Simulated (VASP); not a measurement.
# B (Fd-3m) in VASP: further runs, part 2 of 2

VASP 6.6.1. The steps go on from the part before.

## Step 5: Single point, PBEsol

This run uses another cell than the first one, of 5.14 Å³/atom, 1.133 times its volume.

The input, INCAR:

```
PREC     = Accurate       # precision mode
ENCUT    = 520            # plane-wave cutoff, eV
EDIFF    = 1E-6           # SCF threshold, eV
ISMEAR   = -1             # smearing method
SIGMA    = 0.1            # smearing width, eV
LREAL    = F              # projectors in reciprocal space
LASPH    = T              # aspherical terms in the spheres
NELM     = 80             # most SCF steps
ALGO     = Normal         # electronic algorithm
ISIF     = 2              # what is computed and relaxed
LWAVE    = F              # write WAVECAR
LCHARG   = F              # write CHGCAR
GGA      = PS             # functional
NBANDS   = 10             # bands
```

The input, KPOINTS:

```
regular mesh
0
Gamma
  18 18 18
```

The input, POSCAR:

```
B
1.0
    0.0000000000      1.7252467498      1.7252467498
    1.7252467498      0.0000000000      1.7252467498
    1.7252467498      1.7252467498      0.0000000000
B
2
Direct
   -0.1250000000     -0.1250000000     -0.1250000000
    0.1250000000      0.1250000000      0.1250000000
```

Potentials or basis: VASP PAW PBE potentials, release 64 (B).

Run with:

```sh
$ cat potpaw_PBE.64/B/POTCAR > POTCAR
$ mpirun -np 1 vasp_std > vasp.out
```

OUTCAR:

```text
PREC = Accurate
   ENCUT = 520
   EDIFF = 1E-6
   ISMEAR = -1
   LREAL = F
   LASPH = T
   NELM = 80
   ISIF = 2
   GGA = PS

 ion  position               nearest neighbor table
   1  0.875  0.875  0.875-   2 1.49   2 1.49   2 1.49   2 1.49
   2  0.125  0.125  0.125-   1 1.49   1 1.49   1 1.49   1 1.49

  LATTYP: Found a face centered cubic cell.
 ALAT       =     3.4504934996

  Lattice vectors:

 A1 = (   0.0000000000,   1.7252467498,   1.7252467498)
 A2 = (   1.7252467498,   0.0000000000,   1.7252467498)
 A3 = (   1.7252467498,   1.7252467498,   0.0000000000)

Analysis of symmetry for initial positions (statically):
=====================================================================
 Subroutine PRICEL returns:
 Original cell was already a primitive cell.

 Routine SETGRP: Setting up the symmetry group for a
 face centered cubic supercell.

 Subroutine GETGRP returns: Found 48 space group operations
 (whereof 12 operations were pure point group operations)
 out of a pool of 48 trial point group operations.

The static configuration has the point symmetry D_3d.
 The point group associated with its full space group is O_h .

Analysis of symmetry for dynamics (positions and initial velocities):
=====================================================================
 Subroutine PRICEL returns:
 Original cell was already a primitive cell.

 Routine SETGRP: Setting up the symmetry group for a
 face centered cubic supercell.

 Subroutine GETGRP returns: Found 48 space group operations
 (whereof 12 operations were pure point group operations)
 out of a pool of 48 trial point group operations.

The dynamic configuration has the point symmetry D_3d.
 The point group associated with its full space group is O_h .

 Subroutine INISYM returns: Found 48 space group operations
[... 119 lines left out ...]
  Fermi-wavevector in a.u.,A,eV,Ry     =   1.368561  2.586205 25.483142  1.872958
  Thomas-Fermi vector in A             =   2.494514
   LORBIT       =      0    0 simple, 1 ext, 2 COOP (PROOUT), +10 PAW based schemes
   GGA     = PS    functional components
   LHFCALC =     F    Hartree Fock is set to
   AEXX    =    0.0000 exact exchange contribution
   IVDW    =     0    specifies the selected vdW correction
   LEPSILON=     F    determine dielectric tensor
   LRPA    =     F    only Hartree local field effects (RPA)
 non-spin polarized calculation
  energy-cutoff  :      520.00
  volume of cell :       10.27
 maximum number of plane-waves:       291
   NGX =  9   NGY =  9   NGZ =  9

 number of electron       6.0000000 magnetization

 Free energy of the ion-electron system (eV)
  ---------------------------------------------------
  ext. energy  EPLUGINS =         0.00000000
  ---------------------------------------------------
  free energy    TOTEN  =        -9.54915203 eV

  energy without entropy =       -9.53056172  energy(sigma->0) =       -9.53985688

 E-fermi :   8.1453     XC(G=0): -13.3346

 val. band max:        8.1312009396   @ k =   0.5000   0.2222   0.0000
 cond. band min:       8.1527560303   @ k =   0.2778   0.2222   0.0000
 fundamental gap:      0.0215550907
 Fermi energy:         8.1452727623

 k-point     1 :       0.0000    0.0000    0.0000
  band No.  band energies     occupation
      1      -8.7148      2.00000
      2      14.1320      0.00000
      3      14.1320      0.00000
      4      14.1320      0.00000
      5      19.1232      0.00000
      6      19.1232      0.00000
      7      19.1232      0.00000
      8      34.9334      0.00000
      9      34.9491      0.00000
     10      37.7403      0.00000
[... 287 lines left out ...]
 k-point    24 :      -0.2222    0.0556    0.0000
  band No.  band energies     occupation
      1      -7.0020      2.00000
      2       6.8954      1.99999
      3      10.9226      0.00000
      4      12.4274      0.00000
      5      21.2161      0.00000
      6      22.4225      0.00000
      7      24.4551      0.00000
      8      29.9513      0.00000
      9      31.7860      0.00000
     10      35.1784      0.00000

 [... further k-points ...]

------------------------ aborting loop because EDIFF is reached ----------------------------------------

  FORCE on cell =-STRESS in cart. coord.  units (eV):
  Direction    XX          YY          ZZ          XY          YZ          ZX
  --------------------------------------------------------------------------------------
  -------------------------------------------------------------------------------------
  Total       12.2687383     12.2687383     12.2687383     -0.0000000      0.0000000      0.0000000
  in kB     1913.9334627   1913.9334627   1913.9334627     -0.0000000      0.0000000      0.0000000
  external PRESSURE =    1913.9334627 kB  Pullay stress =       0.0000000 kB

 VOLUME and BASIS-vectors are now :
 -----------------------------------------------------------------------------
  energy-cutoff  :      520.00
  volume of cell :       10.27
      direct lattice vectors                 reciprocal lattice vectors
     0.000000000  1.725246750  1.725246750    -0.289813617  0.289813617  0.289813617
     1.725246750  0.000000000  1.725246750     0.289813617 -0.289813617  0.289813617
     1.725246750  1.725246750  0.000000000     0.289813617  0.289813617 -0.289813617

 POSITION                                       TOTAL-FORCE (eV/Angst)
 -----------------------------------------------------------------------------------
      3.01918      3.01918      3.01918         0.000000      0.000000      0.000000
      0.43131      0.43131      0.43131        -0.000000     -0.000000     -0.000000
 -----------------------------------------------------------------------------------
    total drift:                                0.000000      0.000000      0.000000

  FREE ENERGIE OF THE ION-ELECTRON SYSTEM (eV)
  ---------------------------------------------------
  free  energy   TOTEN  =        -9.5491520299 eV

  energy  without entropy=       -9.5305617234  energy(sigma->0) =       -9.53985688
```

stdout:

```text
POSCAR found type information on POSCAR B
 POSCAR found :  1 types and       2 ions
 scaLAPACK will be used
 -----------------------------------------------------------------------------
|                                                                             |
|                                                                             |
|     You enforced a specific xc type in the INCAR file but a different       |
|     I HOPE YOU KNOW WHAT YOU ARE DOING!                                     |
|                                                                             |
 -----------------------------------------------------------------------------

 LDA part: xc-table for (Slater+PW92), standard interpolation
 POSCAR, INCAR and KPOINTS ok, starting setup
 FFT: planning ... GRIDC
 FFT: planning ... GRID_SOFT
 FFT: planning ... GRID
 WAVECAR not read
 entering main loop
```

Run time: 9.6 s. Hardware: 1 thread of Intel Xeon 6975P-C, shared host; peak memory 0.13 GiB.

What came out:

* Free energy: -9.5492 eV
* Pressure: 191.4 GPa
* Band gap on the k mesh: zero (band 3 reaches 14.13 eV, above the bottom of band 4 at 3.11 eV)

Levels at points of the mesh, in eV from the Fermi level:
| k point | band 1 | band 2 | band 3 | band 4 | band 5 | band 6 |
| --- | --- | --- | --- | --- | --- | --- |
| (0.00, 0.00, 0.00) | -16.86 | 5.99 | 5.99 | 5.99 | 10.98 | 10.98 |
| (0.50, 0.00, 0.00) | -10.45 | -9.23 | 2.47 | 2.47 | 13.29 | 13.29 |
| (0.50, 0.50, 0.00) | -7.47 | -7.47 | -2.19 | -2.19 | 9.76 | 9.76 |

Caveat: the PAW data sets were made with another functional, which shifts forces and pressure a little.

## Step 6: Overview

| task | cell | cutoff (eV) | gap on the mesh (eV) | pressure (GPa) |
| --- | --- | --- | --- | --- |
| relaxation of cell and atoms | relaxed to 190 GPa from a = 2.341 Å, angles 60.0°, 2 atoms | 600 | none | 190.0 |
| relaxation of cell and atoms | relaxed to 190 GPa from a = 2.440 Å, angles 60.0°, 2 atoms | 600 | none | 190.0 |
| single point | a = 2.440 Å, angles 60.0°, 2 atoms | 520 | none | 191.4 |

Alike in all rows: level PBEsol; potentials or basis VASP PAW PBE potentials, release 64 (B); no spin polarisation; k mesh 18 × 18 × 18; smearing fermi-dirac 0.1 eV.

Caveats: the PAW data sets were made with another functional, which shifts forces and pressure a little; the cell is relaxed towards a set pressure, so the enthalpy falls and the energy may rise (some runs).

Total energies depend on the potentials used, so only differences within one code and one set of settings carry meaning.
